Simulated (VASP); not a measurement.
# Hg3Pt (Pm-3m) in VASP: further runs, part 2 of 2

VASP 6.6.1. Earlier steps stand in the parts before.

### Step 3. Relaxation of cell and atoms, LDA

INCAR reads:

```
SYSTEM = Hg3Pt
  PREC = Accurate
  ENCUT = 600
  EDIFF = 1E-6
  ISMEAR = 1
  SIGMA = 0.15
  LREAL = .FALSE.
  LASPH = .TRUE.
  NELM = 60
  ALGO = Normal
  ISIF = 3
  LWAVE = .FALSE.
  LCHARG = .FALSE.
  GGA = CA
  IBRION = 2
  NSW = 80
  EDIFFG = -0.01
```

KPOINTS reads:

```
regular mesh
0
G
  5 5 5
  0 0 0
```

POSCAR reads:

```
Hg3Pt
1.0
    4.3442210000      0.0000000000      0.0000000000
    0.0000000000      4.3442210000      0.0000000000
    0.0000000000      0.0000000000      4.3442210000
Hg Pt
3 1
Direct
    0.0000000000      0.5000000000      0.5000000000
    0.5000000000      0.0000000000      0.5000000000
    0.5000000000      0.5000000000      0.0000000000
    0.0000000000      0.0000000000      0.0000000000
```

Potentials or basis: VASP PAW LDA potentials, release 64 (Hg, Pt).

Command:

```
> cat potpaw_LDA.64/Hg/POTCAR potpaw_LDA.64/Pt/POTCAR > POTCAR
> mpirun -np 1 vasp_std > vasp.out
```

OUTCAR:

```text
SYSTEM = Hg3Pt
   PREC = Accurate
   ENCUT = 600
   EDIFF = 1E-6
   ISMEAR = 1
   LREAL = .FALSE.
   LASPH = .TRUE.
   NELM = 60
   ISIF = 3
   GGA = CA
   IBRION = 2
   NSW = 80
   EDIFFG = -0.01

 ion  position               nearest neighbor table
   1  0.000  0.500  0.500-   2 3.07   3 3.07   4 3.07   3 3.07   4 3.07   2 3.07   4 3.07   4 3.07
                             2 3.07   3 3.07   3 3.07   2 3.07
   2  0.500  0.000  0.500-   1 3.07   3 3.07   4 3.07   3 3.07   4 3.07   1 3.07   3 3.07   3 3.07
                             1 3.07   4 3.07   4 3.07   1 3.07
   3  0.500  0.500  0.000-   1 3.07   2 3.07   4 3.07   1 3.07   2 3.07   2 3.07   4 3.07   2 3.07
                             1 3.07   4 3.07   1 3.07   4 3.07
   4  0.000  0.000  0.000-   1 3.07   2 3.07   3 3.07   1 3.07   2 3.07   1 3.07   3 3.07   1 3.07
                             2 3.07   3 3.07   2 3.07   3 3.07

  LATTYP: Found a simple cubic cell.
 ALAT       =     4.3442210000

  Lattice vectors:

 A1 = (   4.3442210000,   0.0000000000,   0.0000000000)
 A2 = (   0.0000000000,   4.3442210000,   0.0000000000)
[... 214 lines left out ...]
 k-point     1 :       0.0000    0.0000    0.0000
  band No.  band energies     occupation
      1      -5.0218      2.00000
      2      -3.3953      2.00000
      3      -2.9827      2.00000
      4      -2.9827      2.00000
      5      -2.9827      2.00000
      6      -2.7634      2.00000
[... 364 lines left out ...]
--------------------------------------- Ionic step        4  -------------------------------------------

 number of electron      45.9999993 magnetization

 Free energy of the ion-electron system (eV)
  ---------------------------------------------------
  ext. energy  EPLUGINS =         0.00000000
  ---------------------------------------------------
  free energy    TOTEN  =       -10.01418134 eV

  energy without entropy =      -10.01332273  energy(sigma->0) =      -10.01389513

 E-fermi :   5.6626     XC(G=0): -12.5186

 val. band max:        5.4843180864   @ k =   0.4000   0.4000   0.2000
 cond. band min:       5.7101134626   @ k =   0.4000   0.2000   0.0000
 fundamental gap:      0.2257953762
 Fermi energy:         5.6626137618

 k-point     1 :       0.0000    0.0000    0.0000
  band No.  band energies     occupation
      1      -5.2054      2.00000
      2      -3.7712      2.00000
      3      -3.4287      2.00000
      4      -3.4287      2.00000
      5      -3.4287      2.00000
      6      -3.1891      2.00000
[... 320 lines left out ...]
  FREE ENERGIE OF THE ION-ELECTRON SYSTEM (eV)
  ---------------------------------------------------
  free  energy   TOTEN  =       -10.0141813372 eV

  energy  without entropy=      -10.0133227264  energy(sigma->0) =      -10.01389513

 reached required accuracy - stopping structural energy minimisation
```

It took 53 s on 1 thread of Intel Xeon Platinum 8488C (Sapphire Rapids), shared host; peak memory 0.2 GiB.

Results:

```yaml
Free_energy: -10.0142 eV
Relaxed_volume: 18.54 Å³/atom
Relaxed_cell: a = 4.202 Å, b = 4.202 Å, c = 4.202 Å, α = 90.00°, β = 90.00°, γ = 90.00°
Space_group_after_relaxing_to_0.1_Å: Pm-3m (No. 221)
Energy_gained_by_relaxing: 67.6 meV/atom
Ionic_steps: 4
Pressure_after_relaxing: 0.1 GPa
Band_gap_on_the_k_mesh: zero (bands 23 and 24 overlap by 2.52 eV)
```

Step by step:
| step | energy change (eV) | largest force (eV/Å) | pressure (GPa) | volume (Å³) |
| --- | --- | --- | --- | --- |
| 1 | 0.0000 | 0.0000 | -9.84 | 81.99 |
| 2 | 0.0033 | 0.0000 | 15.49 | 67.94 |
| 3 | -0.2703 | 0.0000 | -0.24 | 74.32 |
| 4 | -0.2704 | 0.0000 | 0.06 | 74.17 |

Final structure:
```
CELL_PARAMETERS angstrom
4.20154 0.00000 0.00000
0.00000 4.20154 0.00000
0.00000 0.00000 4.20154
ATOMIC_POSITIONS crystal
Hg 0.00000 0.50000 0.50000
Hg 0.50000 0.00000 0.50000
Hg 0.50000 0.50000 0.00000
Pt 0.00000 0.00000 0.00000
```

Levels at points of the mesh, in eV from the Fermi level:
```
           k point  band 20  band 21  band 22  band 23  band 24  band 25  band 26  band 27
(0.00, 0.00, 0.00)    -1.68    -1.68    -0.51    -0.51    -0.51     2.60     2.60     3.74
```

Caveat: spin-orbit coupling is left out, which moves the levels of the heavy elements.

### Step 4. Relaxation of cell and atoms, LDA, target pressure 2 GPa, at which the enthalpy is minimised

INCAR reads:

```
SYSTEM = Hg3Pt
PREC     = Accurate       ! precision mode
ENCUT    = 600            ! plane-wave cutoff, eV
EDIFF    = 1E-6           ! SCF threshold, eV
ISMEAR   = 1              ! smearing method
SIGMA    = 0.15           ! smearing width, eV
LREAL    = .False.        ! projectors in reciprocal space
LASPH    = .True.         ! aspherical terms in the spheres
NELM     = 100            ! most SCF steps
ALGO     = Normal         ! electronic algorithm
ISIF     = 3              ! what is computed and relaxed
LWAVE    = .False.        ! write WAVECAR
LCHARG   = .False.        ! write CHGCAR
GGA      = CA             ! functional
IBRION   = 2              ! ionic algorithm
NSW      = 80             ! ionic steps
EDIFFG   = -0.01          ! ionic threshold
PSTRESS  = 20.0
```

KPOINTS reads:

```
regular mesh
0
Gamma
  5 5 5
  0 0 0
```

POSCAR is that of step 3.

Command:

```
> cat potpaw_LDA.64/Hg/POTCAR potpaw_LDA.64/Pt/POTCAR > POTCAR
> mpirun -np 1 vasp_std > vasp.out
```

Wall time 50 s (1 thread of Intel Xeon Platinum 8488C (Sapphire Rapids), shared host); peak memory 0.2 GiB.

Results (log left out):

* Free energy: -10.0081 eV
* Relaxed volume: 18.30 Å³/atom
* Relaxed cell: a = 4.183 Å, b = 4.183 Å, c = 4.183 Å, α = 90.00°, β = 90.00°, γ = 90.00°
* Space group after relaxing (to 0.1 Å): Pm-3m (No. 221)
* Energy change on relaxing (the run minimises the enthalpy): -66.1 meV/atom
* Ionic steps: 4
* Pressure after relaxing: 1.9 GPa
* Band gap on the k mesh: zero (bands 23 and 24 overlap by 2.60 eV)

The path:
```tsv
step	energy change (eV)	largest force (eV/Å)	pressure (GPa)	volume (Å³)
1	0.0000	0.0000	-9.84	81.99
2	0.3362	0.0000	25.25	65.30
3	-0.2661	0.0000	1.58	73.35
4	-0.2643	0.0000	1.94	73.18
```

Final structure:
```cif
data_structure
_symmetry_space_group_name_H-M 'P 1'
_symmetry_Int_Tables_number 1
_cell_length_a 4.1828
_cell_length_b 4.1828
_cell_length_c 4.1828
_cell_angle_alpha 90.000
_cell_angle_beta 90.000
_cell_angle_gamma 90.000
_cell_volume 73.18
loop_
_atom_site_label
_atom_site_type_symbol
_atom_site_fract_x
_atom_site_fract_y
_atom_site_fract_z
_atom_site_occupancy
Hg1 Hg 0.00000 0.50000 0.50000 1
Hg2 Hg 0.50000 0.00000 0.50000 1
Hg3 Hg 0.50000 0.50000 0.00000 1
Pt1 Pt 0.00000 0.00000 0.00000 1
```

Levels at points of the mesh, in eV from the Fermi level:
```tsv
k point	band 20	band 21	band 22	band 23	band 24	band 25	band 26	band 27
(0.00, 0.00, 0.00)	-1.72	-1.72	-0.58	-0.58	-0.58	2.67	2.67	3.80
```

Caveat: the cell is relaxed towards a set pressure, so the run minimises the enthalpy, not the energy; spin-orbit coupling is left out, which moves the levels of the heavy elements.

### Step 5. The runs side by side

```tsv
cell	gap on the mesh (eV)	pressure (GPa)
relaxed to -2 GPa	none	-2.0
relaxed	none	0.1
relaxed to 2 GPa	none	1.9
```

Alike in all rows: task relaxation of cell and atoms; level LDA; potentials or basis VASP PAW LDA potentials, release 64 (Hg, Pt); no spin polarisation; k mesh 5 × 5 × 5; cutoff (eV) 600; smearing methfessel-paxton 0.15 eV.

Caveats: spin-orbit coupling is left out, which moves the levels of the heavy elements; the cell is relaxed towards a set pressure, so the run minimises the enthalpy, not the energy (at least some runs).

Total energies depend on the potentials used, so only differences within one code and one set of settings carry meaning.
